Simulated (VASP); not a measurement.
# As (R-3m) in VASP: further runs, part 2 of 2

VASP 6.6.1. Earlier steps stand in the parts before.

## Step 3: Electric field gradients, PBEsol

INCAR reads:

```
SYSTEM = As
PREC = Accurate ; ENCUT = 520
EDIFF = 1E-8 ; ISMEAR = -1
SIGMA = 0.03 ; LREAL = .FALSE.
LASPH = .TRUE. ; NELM = 80
ALGO = Normal ; ISIF = 2
LWAVE = .FALSE. ; LCHARG = .FALSE.
GGA = PS ; LEFG = .TRUE.
NBANDS = 12
```

KPOINTS reads:

```
Automatic mesh
0
G
  11 11 11
  0 0 0
```

POSCAR reads:

```
As
1.0
    1.8797494575      1.0852738553      3.4857700000
   -1.8797494575      1.0852738553      3.4857700000
    0.0000000000     -2.1705477106      3.4857700000
As
2
Direct
    0.2275400000      0.2275400000      0.2275400000
    0.7724600000      0.7724600000      0.7724600000
```

Potentials or basis: VASP PAW PBE potentials, release 64 (As).

On the command line:

```
$ cat potpaw_PBE.64/As/POTCAR > POTCAR
$ mpirun -np 1 vasp_std > vasp.out
```

OUTCAR:

```text
SYSTEM = As
   PREC = Accurate
   ENCUT = 520
   EDIFF = 1E-8
   ISMEAR = -1
   LREAL = .FALSE.
   LASPH = .TRUE.
   NELM = 80
   ISIF = 2
   GGA = PS

 ion  position               nearest neighbor table
   1  0.228  0.228  0.228-   2 2.52   2 2.52   2 2.52
   2  0.772  0.772  0.772-   1 2.52   1 2.52   1 2.52

  LATTYP: Found a trigonal (rhomboedric) cell.
 ALAT       =     4.1063207202
 COS(alpha) =     0.5808936906

  Lattice vectors:

 A1 = (   1.8797494575,   1.0852738553,   3.4857700000)
[... 571 lines left out ...]
  FREE ENERGIE OF THE ION-ELECTRON SYSTEM (eV)
  ---------------------------------------------------
  free  energy   TOTEN  =       -10.2093060717 eV

  energy  without entropy=      -10.2090725134  energy(sigma->0) =      -10.20918929

 Electric field gradients (V/A^2)
---------------------------------------------------------------------
 ion       V_xx      V_yy      V_zz      V_xy      V_xz      V_yz
---------------------------------------------------------------------
   1      22.168    22.168   -44.335    -0.000     0.000    -0.000
   2      22.168    22.168   -44.335     0.000     0.000    -0.000
---------------------------------------------------------------------

 Electric field gradients after diagonalization (V/A^2)
 (convention: |V_zz| > |V_xx| > |V_yy|)
----------------------------------------------------------------------
 ion       V_xx      V_yy      V_zz     asymmetry (V_yy - V_xx)/ V_zz
----------------------------------------------------------------------
   1      22.168    22.168   -44.335       0.000
   2      22.168    22.168   -44.335       0.000
----------------------------------------------------------------------

           NMR quadrupolar parameters

 Cq : quadrupolar parameter    Cq=e*Q*V_zz/h
 eta: asymmetry parameters     (V_yy - V_xx)/ V_zz
 Q  : nuclear electric quadrupole moment in mb (millibarn)
----------------------------------------------------------------------
 ion       Cq(MHz)       eta       Q (mb)
----------------------------------------------------------------------
   1      -0.107       0.000       1.000
   2      -0.107       0.000       1.000
----------------------------------------------------------------------
```

It took 75 s on 1 thread of Intel Xeon Platinum 8488C (Sapphire Rapids), shared host; peak memory 0.21 GiB.

Results:

| Quantity | Value |
| --- | --- |
| Free energy | -10.2093 eV |
| Pressure | 0.5 GPa |
| Largest force | 0.237 eV/Å |
| Band gap on the k mesh | zero (band 5 reaches 5.67 eV, above the bottom of band 6 at 5.31 eV) |

Forces on the atoms (eV/Å):
```
As   0.000  0.000  0.237
As   0.000  0.000 -0.237
```

Stress tensor (GPa, compression positive):
```
 0.95  0.00  0.00
 0.00  0.95  0.00
 0.00  0.00 -0.41
```

Electric field gradients, principal values (V/Å²):
```
atom   least  middle  greatest (by size)
1 As  22.168  22.168             -44.335
2 As  22.168  22.168             -44.335
```

Caveat: without QUAD_EFG the Cq values of the log hold for a quadrupole moment of 1 mb, not for the nuclei; the PAW data sets were made with another functional, which shifts forces and pressure a little.

## Step 4: Electric field gradients, r2SCAN

POSCAR is that of step 3.

INCAR.step1 reads:

```
SYSTEM = As
ALGO = Normal ; EDIFF = 1E-4
ENCUT = 520 ; GGA = PE
ISMEAR = -1 ; LASPH = .TRUE.
LCHARG = .FALSE. ; LREAL = .FALSE.
LWAVE = .TRUE. ; NBANDS = 12
NELM = 60 ; PREC = Accurate
SIGMA = 0.03
```

INCAR.step2 reads:

```
SYSTEM = As
ALGO = Normal ; EDIFF = 1E-8
ENCUT = 520 ; ISIF = 2
ISMEAR = -1 ; ISTART = 1
LASPH = .TRUE. ; LCHARG = .FALSE.
LEFG = .TRUE. ; LMIXTAU = .TRUE.
LREAL = .FALSE. ; LWAVE = .FALSE.
METAGGA = R2SCAN ; NBANDS = 12
NELM = 60 ; PREC = Accurate
SIGMA = 0.03
```

KPOINTS reads:

```
k-points
0
G
  11 11 11
  0 0 0
```

Potentials or basis: VASP PAW PBE potentials, release 64 (As).

On the command line:

```
$ cat potpaw_PBE.64/As/POTCAR > POTCAR
$ cp INCAR.step1 INCAR
$ mpirun -np 1 vasp_std > vasp.out
$ cp INCAR.step2 INCAR
$ mpirun -np 1 vasp_std > vasp.out
```

OUTCAR:

```text
SYSTEM = As
   EDIFF = 1E-8
   ENCUT = 520
   ISIF = 2
   ISMEAR = -1
   ISTART = 1
   LASPH = .TRUE.
   LREAL = .FALSE.
   METAGGA = R2SCAN
   NELM = 60
   PREC = Accurate

 ion  position               nearest neighbor table
   1  0.228  0.228  0.228-   2 2.52   2 2.52   2 2.52
   2  0.772  0.772  0.772-   1 2.52   1 2.52   1 2.52

  LATTYP: Found a trigonal (rhomboedric) cell.
 ALAT       =     4.1063207202
 COS(alpha) =     0.5808936906

  Lattice vectors:

 A1 = (   1.8797494575,   1.0852738553,   3.4857700000)
 A2 = (  -1.8797494575,   1.0852738553,   3.4857700000)
 A3 = (   0.0000000000,  -2.1705477106,   3.4857700000)

Analysis of symmetry for initial positions (statically):
=====================================================================
 Subroutine PRICEL returns:
 Original cell was already a primitive cell.

 Routine SETGRP: Setting up the symmetry group for a
 trigonal (rhombohedral) supercell.

 Subroutine GETGRP returns: Found 12 space group operations
 (whereof 12 operations were pure point group operations)
 out of a pool of 12 trial point group operations.

The static configuration has the point symmetry D_3d.

Analysis of symmetry for dynamics (positions and initial velocities):
=====================================================================
 Subroutine PRICEL returns:
 Original cell was already a primitive cell.

 Routine SETGRP: Setting up the symmetry group for a
 trigonal (rhombohedral) supercell.

 Subroutine GETGRP returns: Found 12 space group operations
 (whereof 12 operations were pure point group operations)
[... 503 lines left out ...]
      1      -9.0924      2.00000
      2      -3.5105      2.00000
      3       1.1914      2.00000
      4       3.4156      2.00000
      5       3.5267      2.00000
      6       6.3048      0.00000
      7       6.8451      0.00000
      8       9.2570      0.00000
      9      11.1500      0.00000
     10      13.5771      0.00000
     11      16.0526      0.00000
     12      16.1031      0.00000

 [... further k-points ...]

------------------------ aborting loop because EDIFF is reached ----------------------------------------

  FORCE on cell =-STRESS in cart. coord.  units (eV):
  Direction    XX          YY          ZZ          XY          YZ          ZX
  --------------------------------------------------------------------------------------
  -------------------------------------------------------------------------------------
  Total        0.4876476      0.4876476      0.4546155      0.0000000     -0.0000000      0.0000000
  in kB       18.3116473     18.3116473     17.0712586      0.0000000     -0.0000000      0.0000000
  external PRESSURE =      17.8981844 kB  Pullay stress =       0.0000000 kB

 VOLUME and BASIS-vectors are now :
 -----------------------------------------------------------------------------
  energy-cutoff  :      520.00
  volume of cell :       42.67
      direct lattice vectors                 reciprocal lattice vectors
     1.879749457  1.085273855  3.485770000     0.265992895  0.153571070  0.095626887
    -1.879749457  1.085273855  3.485770000    -0.265992895  0.153571070  0.095626887
     0.000000000 -2.170547711  3.485770000     0.000000000 -0.307142139  0.095626887

 POSITION                                       TOTAL-FORCE (eV/Angst)
 -----------------------------------------------------------------------------------
      0.00000      0.00000      2.37946         0.000000      0.000000     -0.022753
      0.00000      0.00000      8.07785         0.000000      0.000000      0.022753
 -----------------------------------------------------------------------------------
    total drift:                               -0.000000      0.000000     -0.000000

  FREE ENERGIE OF THE ION-ELECTRON SYSTEM (eV)
  ---------------------------------------------------
  free  energy   TOTEN  =       -29.3768236319 eV

  energy  without entropy=      -29.3764873124  energy(sigma->0) =      -29.37665547

 Electric field gradients (V/A^2)
---------------------------------------------------------------------
 ion       V_xx      V_yy      V_zz      V_xy      V_xz      V_yz
---------------------------------------------------------------------
   1      29.272    29.272   -58.543     0.000     0.000    -0.000
   2      29.272    29.272   -58.543     0.000    -0.000    -0.000
---------------------------------------------------------------------

 Electric field gradients after diagonalization (V/A^2)
 (convention: |V_zz| > |V_xx| > |V_yy|)
----------------------------------------------------------------------
 ion       V_xx      V_yy      V_zz     asymmetry (V_yy - V_xx)/ V_zz
----------------------------------------------------------------------
   1      29.272    29.272   -58.543       0.000
   2      29.272    29.272   -58.543       0.000
----------------------------------------------------------------------

           NMR quadrupolar parameters

 Cq : quadrupolar parameter    Cq=e*Q*V_zz/h
 eta: asymmetry parameters     (V_yy - V_xx)/ V_zz
 Q  : nuclear electric quadrupole moment in mb (millibarn)
----------------------------------------------------------------------
 ion       Cq(MHz)       eta       Q (mb)
----------------------------------------------------------------------
   1      -0.142       0.000       1.000
   2      -0.142       0.000       1.000
----------------------------------------------------------------------
```

OUTCAR.step1:

```text
SYSTEM = As
   EDIFF = 1E-4
   ENCUT = 520
   GGA = PE
   ISMEAR = -1
   LASPH = .TRUE.
   LREAL = .FALSE.
[... 580 lines left out ...]
      0.00000      0.00000      2.37946         0.000000      0.000000      0.276304
      0.00000      0.00000      8.07785         0.000000      0.000000     -0.276304
 -----------------------------------------------------------------------------------
    total drift:                               -0.000000      0.000000     -0.000000

  FREE ENERGIE OF THE ION-ELECTRON SYSTEM (eV)
  ---------------------------------------------------
  free  energy   TOTEN  =        -9.3204821502 eV

  energy  without entropy=       -9.3202136656  energy(sigma->0) =       -9.32034791
```

Wall time 3.5 min (1 thread of Intel Xeon Platinum 8488C (Sapphire Rapids), shared host); peak memory 0.22 GiB.

What came out:

```
Free energy            : -29.3768 eV
Pressure               : 1.8 GPa
Largest force          : 0.023 eV/Å
Band gap on the k mesh : zero (band 5 reaches 5.80 eV, above the bottom of band 6 at 5.46 eV)
```

Forces on the atoms (eV/Å):
```
As   0.000  0.000 -0.023
As   0.000  0.000  0.023
```

Electric field gradients, principal values (V/Å²):
| atom | least | middle | greatest (by size) |
| --- | --- | --- | --- |
| 1 As | 29.272 | 29.272 | -58.543 |
| 2 As | 29.272 | 29.272 | -58.543 |

Caveat: without QUAD_EFG the Cq values of the log hold for a quadrupole moment of 1 mb, not for the nuclei; the PAW data sets were made with another functional, which shifts forces and pressure a little.

## Step 5: The runs side by side

```tsv
level	potentials or basis	gap on the mesh (eV)	pressure (GPa)	largest force (eV/Å)
LDA	VASP PAW LDA potentials, release 64 (As)	none	-1.1	0.13
PBEsol	VASP PAW PBE potentials, release 64 (As)	none	0.5	0.24
r2SCAN	VASP PAW PBE potentials, release 64 (As)	none	1.8	0.02
```

Alike in all rows: task electric field gradients; no spin polarisation; cell as given; k mesh 11 × 11 × 11; cutoff (eV) 520; smearing fermi-dirac 0.03 eV.

Caveats: the PAW data sets were made with another functional, which shifts forces and pressure a little (some runs).

Absolute energies hang on the potentials; compare differences alone.
